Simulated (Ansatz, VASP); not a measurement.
O in VASP and in Ansatz

```
CELL_PARAMETERS angstrom
0.00000 2.15101 3.21106
1.50883 0.00000 3.21106
1.50883 2.15101 0.00000
ATOMIC_POSITIONS crystal
O 0.08710 0.08710 0.91290
O 0.91290 0.91290 0.08710
```

Change from the starting cell: z stretched by -4 % at fixed volume, crystal datasets.

Alike in both runs: task electric field gradients; functional PBE; k mesh 12 × 12 × 12; occupations fermi-dirac, width 0.01 eV; no spin polarisation.

|  | VASP | Ansatz |
| --- | --- | --- |
| version | VASP 6.6.1 | Ansatz 0.2.0 |
| potentials or method | VASP PAW PBE potentials, release 64 (O), cutoff 520 eV | all-electron PAW with datasets made for the crystal, scalar-relativistic |

VASP gave:

| Item | Value |
| --- | --- |
| rms of the force components (eV/Å) | 6.981 |
| size of Vzz on the site where it differs most (V/Å²) | 98.1 |

Problem. Which values does Ansatz return?

Solution. rms of the force components (eV/Å): 5.355; size of Vzz on the site where it differs most (V/Å²): 93.4.

Atom by atom the forces differ by 1.626 eV/Å (rms over components). Ansatz ran all-electron here, and VASP with PAW potentials.

Noted on VASP's run: the standard files for N, O and F lose accuracy on very short bonds; spin is off for a triplet molecule.
